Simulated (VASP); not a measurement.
# Hf7O16 (a cell with a defect) in VASP: electric field gradients with PBE

Aim: the electric field gradients of Hf7O16 (a cell with a defect) with PBE.

All numbers are computed with VASP 6.6.1; they aren't measurements. Logs are shortened: lines on timing, memory, paths and dates and some standing lists are left out, and cuts for length are marked.

### 1 The cell of the first run

The cell holds a defect, 23 atoms: a = 7.234 Å, b = 7.234 Å, c = 7.234 Å, α = 60.00°, β = 60.00°, γ = 60.00°.

### 2 Electric field gradients, PBE, collinear spin (atoms taken out)

File INCAR:

```
ALGO = Normal ; EDIFF = 1E-8
ENCUT = 520 ; GGA = PE
ISIF = 2 ; ISMEAR = -1
ISPIN = 2 ; LASPH = T
LCHARG = F ; LEFG = T
LMAXMIX = 4 ; LORBIT = 11
LREAL = Auto ; LWAVE = F
MAGMOM = 0 0 0 0 0 0 0 0.5 0.5 0.5 0 0.5 0 0 0 0 0 0 0.5 0 0.5 0.5 0.5 ; NBANDS = 104
NELECT = 169.0 ; NELM = 150
PREC = Accurate ; SIGMA = 0.01
```

File KPOINTS:

```
k-points
0
Gamma
  3 3 3
```

File POSCAR:

```
Hf7O16
1.0
    0.0000000000      5.1150000000      5.1150000000
    5.1150000000      0.0000000000      5.1150000000
    5.1150000000      5.1150000000      0.0000000000
Hf O
7 16
Direct
    0.0000000000      0.0000000000      0.5000000000
    0.0000000000      0.5000000000      0.0000000000
    0.0000000000      0.5000000000      0.5000000000
    0.5000000000      0.0000000000      0.0000000000
    0.5000000000      0.0000000000      0.5000000000
    0.5000000000      0.5000000000      0.0000000000
    0.5000000000      0.5000000000      0.5000000000
    0.1250000000      0.1250000000      0.1250000000
    0.1250000000      0.1250000000      0.6250000000
    0.1250000000      0.6250000000      0.1250000000
    0.1250000000      0.6250000000      0.6250000000
    0.6250000000      0.1250000000      0.1250000000
    0.6250000000      0.1250000000      0.6250000000
    0.6250000000      0.6250000000      0.1250000000
    0.6250000000      0.6250000000      0.6250000000
    0.3750000000      0.3750000000      0.3750000000
    0.3750000000      0.3750000000      0.8750000000
    0.3750000000      0.8750000000      0.3750000000
    0.3750000000      0.8750000000      0.8750000000
    0.8750000000      0.3750000000      0.3750000000
    0.8750000000      0.3750000000      0.8750000000
    0.8750000000      0.8750000000      0.3750000000
    0.8750000000      0.8750000000      0.8750000000
```

Potentials or basis: VASP PAW PBE potentials, release 64 (Hf_pv, O).

Run with:

```console
$ cat potpaw_PBE.64/Hf_pv/POTCAR potpaw_PBE.64/O/POTCAR > POTCAR
$ mpirun -np 1 vasp_std > vasp.out
```

OUTCAR:

```text
EDIFF = 1E-8
   ENCUT = 520
   GGA = PE
   ISIF = 2
   ISMEAR = -1
   ISPIN = 2
   LASPH = T
   LORBIT = 11
   LREAL = Auto
   NELECT = 169.0
   NELM = 150
   PREC = Accurate

 ion  position               nearest neighbor table
   1  0.000  0.000  0.500-   8 2.21   9 2.21  11 2.21  13 2.21  18 2.21  20 2.21  22 2.21  23 2.21
                             3 3.62   5 3.62   2 3.62   4 3.62   2 3.62   3 3.62   7 3.62   4 3.62
   2  0.000  0.500  0.000-   8 2.21  10 2.21  11 2.21  14 2.21  17 2.21  20 2.21  21 2.21  23 2.21
                             3 3.62   6 3.62   1 3.62   3 3.62   7 3.62   1 3.62   4 3.62   4 3.62
   3  0.000  0.500  0.500-   9 2.21  10 2.21  11 2.21  15 2.21  16 2.21  20 2.21  21 2.21  22 2.21
                             7 3.62   1 3.62   2 3.62   2 3.62   6 3.62   1 3.62   5 3.62   5 3.62
   4  0.500  0.000  0.000-   8 2.21  12 2.21  13 2.21  14 2.21  17 2.21  18 2.21  19 2.21  23 2.21
                             5 3.62   6 3.62   1 3.62   5 3.62   7 3.62   2 3.62   6 3.62   7 3.62
   5  0.500  0.000  0.500-   9 2.21  12 2.21  13 2.21  15 2.21  16 2.21  18 2.21  19 2.21  22 2.21
                             7 3.62   1 3.62   4 3.62   4 3.62   6 3.62   3 3.62   6 3.62   7 3.62
   6  0.500  0.500  0.000-  10 2.21  12 2.21  14 2.21  15 2.21  16 2.21  17 2.21  19 2.21  21 2.21
                             7 3.62   2 3.62   4 3.62   3 3.62   5 3.62   7 3.62   4 3.62   5 3.62
   7  0.500  0.500  0.500-  11 2.21  13 2.21  14 2.21  15 2.21  16 2.21  17 2.21  18 2.21  20 2.21
                             6 3.62   3 3.62   5 3.62   2 3.62   4 3.62   6 3.62   1 3.62   4 3.62
   8  0.125  0.125  0.125-   1 2.21   2 2.21   4 2.21
   9  0.125  0.125  0.625-   1 2.21   3 2.21   5 2.21
  10  0.125  0.625  0.125-   2 2.21   3 2.21   6 2.21
  11  0.125  0.625  0.625-   1 2.21   2 2.21   3 2.21   7 2.21
  12  0.625  0.125  0.125-   4 2.21   5 2.21   6 2.21
  13  0.625  0.125  0.625-   1 2.21   4 2.21   5 2.21   7 2.21
  14  0.625  0.625  0.125-   2 2.21   4 2.21   6 2.21   7 2.21
  15  0.625  0.625  0.625-   3 2.21   5 2.21   6 2.21   7 2.21
  16  0.375  0.375  0.375-   3 2.21   5 2.21   6 2.21   7 2.21
  17  0.375  0.375  0.875-   2 2.21   4 2.21   6 2.21   7 2.21
  18  0.375  0.875  0.375-   1 2.21   4 2.21   5 2.21   7 2.21
  19  0.375  0.875  0.875-   4 2.21   5 2.21   6 2.21
  20  0.875  0.375  0.375-   1 2.21   2 2.21   3 2.21   7 2.21
  21  0.875  0.375  0.875-   2 2.21   3 2.21   6 2.21
  22  0.875  0.875  0.375-   1 2.21   3 2.21   5 2.21
  23  0.875  0.875  0.875-   1 2.21   2 2.21   4 2.21

  LATTYP: Found a face centered cubic cell.
 ALAT       =    10.2300000000

  Lattice vectors:

 A1 = (   0.0000000000,   5.1150000000,   5.1150000000)
 A2 = (   5.1150000000,   0.0000000000,   5.1150000000)
 A3 = (   5.1150000000,   5.1150000000,   0.0000000000)

Analysis of symmetry for initial positions (statically):
[... 1035 lines left out ...]
      2.55750      0.00000      2.55750        -0.000000      0.000000      0.000000
      5.11500      2.55750      2.55750        -0.000000      0.000000      0.000000
      0.00000      2.55750      2.55750        -0.000000      0.000000      0.000000
      2.55750      5.11500      2.55750        -0.000000      0.000000      0.000000
      2.55750      2.55750      5.11500        -0.000000      0.000000      0.000000
[... 15 lines left out ...]
      6.39375      6.39375      8.95125         1.325989      1.325989     -1.325989
      8.95125      8.95125      8.95125        -1.325989     -1.325989     -1.325989
 -----------------------------------------------------------------------------------
    total drift:                                0.000000      0.000000      0.000000

  FREE ENERGIE OF THE ION-ELECTRON SYSTEM (eV)
  ---------------------------------------------------
  free  energy   TOTEN  =      -205.6860259265 eV

  energy  without entropy=     -205.6812061678  energy(sigma->0) =     -205.68361605

 Electric field gradients (V/A^2)
---------------------------------------------------------------------
 ion       V_xx      V_yy      V_zz      V_xy      V_xz      V_yz
---------------------------------------------------------------------
   1       1.886     1.886    -3.771   -68.624    -0.000    -0.000
   2       1.886    -3.771     1.886    -0.000   -68.624    -0.000
   3      -3.771     1.886     1.886    -0.000    -0.000    68.623
   4      -3.771     1.886     1.886    -0.000    -0.000   -68.624
   5       1.886    -3.771     1.886    -0.000    68.623    -0.000
   6       1.886     1.886    -3.771    68.623    -0.000    -0.000
[... 15 lines left out ...]
  22      -0.000    -0.000     0.000     1.066    -1.061    -1.061
  23       0.000     0.000    -0.000     1.066     1.066     1.066
---------------------------------------------------------------------

 Electric field gradients after diagonalization (V/A^2)
 (convention: |V_zz| > |V_xx| > |V_yy|)
----------------------------------------------------------------------
 ion       V_xx      V_yy      V_zz     asymmetry (V_yy - V_xx)/ V_zz
----------------------------------------------------------------------
   1     -66.738    -3.771    70.509       0.893
   2     -66.738    -3.771    70.509       0.893
   3     -66.737    -3.771    70.509       0.893
   4     -66.738    -3.771    70.509       0.893
   5     -66.737    -3.771    70.509       0.893
   6     -66.737    -3.771    70.509       0.893
[... 15 lines left out ...]
  22      -1.066    -1.060     2.126       0.003
  23      -1.066    -1.066     2.131       0.000
----------------------------------------------------------------------

           NMR quadrupolar parameters

 Cq : quadrupolar parameter    Cq=e*Q*V_zz/h
 eta: asymmetry parameters     (V_yy - V_xx)/ V_zz
 Q  : nuclear electric quadrupole moment in mb (millibarn)
----------------------------------------------------------------------
 ion       Cq(MHz)       eta       Q (mb)
----------------------------------------------------------------------
   1       0.170       0.893       1.000
   2       0.170       0.893       1.000
   3       0.170       0.893       1.000
   4       0.170       0.893       1.000
   5       0.170       0.893       1.000
   6       0.170       0.893       1.000
[... 15 lines left out ...]
  22       0.005       0.003       1.000
  23       0.005       0.000       1.000
----------------------------------------------------------------------

 total charge

# of ion       s       p       d       tot
------------------------------------------
    1        0.296   6.564   1.421   8.281
    2        0.296   6.564   1.421   8.281
    3        0.296   6.564   1.421   8.281
    4        0.296   6.564   1.421   8.281
    5        0.296   6.564   1.421   8.281
    6        0.296   6.564   1.421   8.281
[... 15 lines left out ...]
   22        1.572   3.464   0.000   5.037
   23        1.572   3.464   0.000   5.037
--------------------------------------------------
tot         27.167 102.150   9.950 139.267

 magnetization (x)

# of ion       s       p       d       tot
------------------------------------------
    1       -0.000   0.000  -0.005  -0.004
    2       -0.000   0.000  -0.005  -0.004
    3       -0.000   0.000  -0.005  -0.004
    4       -0.000   0.000  -0.005  -0.004
    5       -0.000   0.000  -0.005  -0.004
    6       -0.000   0.000  -0.005  -0.004
[... 15 lines left out ...]
   22        0.002   0.045   0.000   0.047
   23        0.002   0.045   0.000   0.047
--------------------------------------------------
tot          0.012   0.417  -0.025   0.404
```

OSZICAR:

```text
N       E                     dE             d eps       ncg     rms          rms(c)
DAV:   1     0.114962166969E+04    0.11496E+04   -0.96083E+04  1712   0.162E+03
DAV:   2    -0.162764854530E+03   -0.13124E+04   -0.12648E+04  1968   0.423E+02
DAV:   3    -0.248697827454E+03   -0.85933E+02   -0.85052E+02  1928   0.960E+01
DAV:   4    -0.250395571376E+03   -0.16977E+01   -0.16915E+01  1992   0.143E+01
DAV:   5    -0.250431529585E+03   -0.35958E-01   -0.35932E-01  1944   0.190E+00    0.124E+02
DAV:   6    -0.206363227138E+03    0.44068E+02   -0.24650E+02  1904   0.433E+01    0.112E+02
DAV:   7    -0.205887922811E+03    0.47530E+00   -0.11708E+01  1936   0.120E+01    0.786E+01
DAV:   8    -0.205749569538E+03    0.13835E+00   -0.20692E+00  1888   0.596E+00    0.238E+01
DAV:   9    -0.205682555375E+03    0.67014E-01   -0.43167E-01  1816   0.260E+00    0.301E+00
DAV:  10    -0.205684867817E+03   -0.23124E-02   -0.47306E-02  2056   0.754E-01    0.230E+00
DAV:  11    -0.205684877152E+03   -0.93351E-05   -0.76538E-03  2016   0.325E-01    0.802E-01
DAV:  12    -0.205685771656E+03   -0.89450E-03   -0.17920E-03  1840   0.142E-01    0.175E-01
DAV:  13    -0.205685945204E+03   -0.17355E-03   -0.13460E-04  2008   0.407E-02    0.173E-01
DAV:  14    -0.205686006993E+03   -0.61789E-04   -0.58438E-05  1936   0.228E-02    0.686E-02
DAV:  15    -0.205686023618E+03   -0.16625E-04   -0.15787E-05  1944   0.119E-02    0.160E-02
DAV:  16    -0.205686025858E+03   -0.22399E-05   -0.37017E-06  2072   0.600E-03    0.875E-03
DAV:  17    -0.205686025926E+03   -0.67726E-07   -0.10174E-06  1968   0.317E-03    0.301E-03
DAV:  18    -0.205686025926E+03   -0.40200E-09   -0.82080E-08  1976   0.995E-04
   1 F= -.20568603E+03 E0= -.20568362E+03  d E =-.481976E-02  mag=     0.4814
```

Run time: 22 min. Hardware: 1 thread of Intel Xeon 8259CL, shared host; peak memory 0.59 GiB.

What came out:

* Free energy: -205.6860 eV
* Largest force: 2.297 eV/Å
* Net moment: 0.48 μB per cell
* Site moments: Hf -0.00, +0.00 (each value once); O +0.05, +0.01 (each value once) μB
* Largest electric field gradient by atom: Hf +70.5, -0.0 (each value once); O +2.1, +3.7 (each value once) V/Å²
* Valence electrons inside the program's atomic spheres: Hf 8.28, 8.30 (each value once); O 5.04, 5.12 (each value once)

Forces on the atoms (eV/Å):
```
Hf   0.000  0.000  0.000
Hf   0.000  0.000  0.000
Hf   0.000  0.000  0.000
Hf   0.000  0.000  0.000
Hf   0.000  0.000  0.000
Hf   0.000  0.000  0.000
Hf   0.000  0.000  0.000
O    1.326  1.326  1.326
O   -1.326 -1.326  1.326
O   -1.326  1.326 -1.326
O   -0.520  0.520  0.520
O    1.326 -1.326 -1.326
O    0.520 -0.520  0.520
O    0.520  0.520 -0.520
O   -0.520 -0.520 -0.520
O    0.520  0.520  0.520
O   -0.520 -0.520  0.520
O   -0.520  0.520 -0.520
O   -1.326  1.326  1.326
O    0.520 -0.520 -0.520
O    1.326 -1.326  1.326
O    1.326  1.326 -1.326
O   -1.326 -1.326 -1.326
```

Electric field gradients, principal values (V/Å²):
```csv
atom,least,middle,greatest (by size)
1 Hf,-3.771,-66.738,70.509
2 Hf,-3.771,-66.738,70.509
3 Hf,-3.771,-66.737,70.509
4 Hf,-3.771,-66.738,70.509
5 Hf,-3.771,-66.737,70.509
6 Hf,-3.771,-66.737,70.509
7 Hf,0.000,0.000,-0.001
8 O,-1.066,-1.066,2.131
9 O,-1.060,-1.066,2.126
10 O,-1.060,-1.066,2.126
11 O,-1.853,-1.859,3.713
12 O,-1.060,-1.066,2.126
13 O,-1.853,-1.859,3.713
14 O,-1.853,-1.859,3.713
15 O,-1.859,-1.859,3.718
16 O,-1.859,-1.859,3.718
17 O,-1.853,-1.859,3.713
18 O,-1.853,-1.859,3.713
19 O,-1.060,-1.066,2.126
20 O,-1.853,-1.859,3.713
21 O,-1.060,-1.066,2.126
22 O,-1.060,-1.066,2.126
23 O,-1.066,-1.066,2.131
```

Caveat: the cell carries a net charge on a neutralising background, which shifts energy and pressure; the cell differs from its parent crystal (atoms taken out); without QUAD_EFG the Cq values of the log hold for a quadrupole moment of 1 mb, not for the nuclei.
